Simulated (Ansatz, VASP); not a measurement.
**NaTeAs: VASP beside Ansatz**

Contents of POSCAR:

```
NaTeAs
1.0
    0.0000000000      4.1474780000      0.0000000000
    4.1474780000      0.0000000000      0.0000000000
    2.0737390000      2.0737390000     -8.6269130000
As Te Na
2 2 2
Direct
    0.5000000000      0.0000000000      0.0000000000
    0.0000000000      0.5000000000      0.0000000000
    0.3145000000      0.3145000000      0.3710000000
    0.6855000000      0.6855000000      0.6290000000
    0.1195000000      0.1195000000      0.7610000000
    0.8805000000      0.8805000000      0.2390000000
```

The input INCAR.step1:

```
  PREC = Accurate
  ENCUT = 520
  ISMEAR = -1
  SIGMA = 0.1
  LREAL = False
  LASPH = True
  NELM = 80
  NBANDS = 27
  GGA = PE
  ALGO = Normal
  EDIFF = 1E-4
  LWAVE = True
  LCHARG = False
```

The input INCAR.step2:

```
  PREC = Accurate
  ENCUT = 520
  EDIFF = 1E-6
  ISMEAR = -1
  SIGMA = 0.1
  LREAL = False
  LASPH = True
  NELM = 80
  ALGO = Normal
  ISIF = 2
  LWAVE = False
  LCHARG = False
  METAGGA = R2SCAN
  LMIXTAU = True
  NBANDS = 27
  ISTART = 1
```

KPOINTS

```
regular mesh
0
Gamma
  5 5 5
```

Input for Ansatz:

```yaml
crystal:
  lattice:
    - [0.0, 4.147478, 0.0]
    - [4.147478, 0.0, 0.0]
    - [2.073739, 2.073739, -8.626913]
  atoms:
    - { symbol: As, position: [0.5, 0.0, 0.0] }
    - { symbol: As, position: [0.0, 0.5, 0.0] }
    - { symbol: Te, position: [0.3145, 0.3145, 0.371] }
    - { symbol: Te, position: [0.6855, 0.6855, 0.629] }
    - { symbol: Na, position: [0.1195, 0.1195, 0.761] }
    - { symbol: Na, position: [0.8805, 0.8805, 0.239] }
  symmetry: { tolerance: 0.0003 }
kpoints:
  mp_grid: { grid: [5, 5, 5], shift: [0, 0, 0] }
magnetization:
  spin_polarized: false
scf:
  occupations: { method: fermi_dirac }
  n_extra_bands: 4
hamiltonian:
  pseudopotentials: { kind: paw }
  xc: r2scan
basis:
  ecutwfc: 500
output:
  forces: true
  stress: true
  eigenvalues: true
```

Alike in both runs: task single point; functional r2SCAN; k mesh 5 × 5 × 5; no spin polarisation.

```csv
,VASP,Ansatz
version,VASP 6.6.1,Ansatz 0.2.0
potentials or method,"VASP PAW PBE potentials, release 64 (As, Te, Na_pv), cutoff 520 eV",PAW plane waves
occupations,"fermi-dirac, width 0.1 eV",fermi-dirac
valence electrons in the cell,36,80
```

|  | VASP | Ansatz | Ansatz less VASP |
| --- | --- | --- | --- |
| gap on the k mesh at the Fermi level (eV) | none | none | - |
| pressure (GPa) | -0.7 | -0.6 | +0.13 |
| traceless stress, the component that is largest in VASP (GPa) | 1.02 | 1.01 | -0.009 |
| rms of the force components (eV/Å) | 0.218 | 0.219 | +0.0006 |

VASP's potentials were made for PBE, not for r2SCAN. Atom by atom the forces differ by 0.002 eV/Å (rms over components). A gap of «none» marks a metal or a gap that the smearing closes. VASP's potentials hold 36 valence electrons a cell and Ansatz's 80, so a difference there can come from the potentials and not from the codes.

Spin-orbit coupling is off throughout.
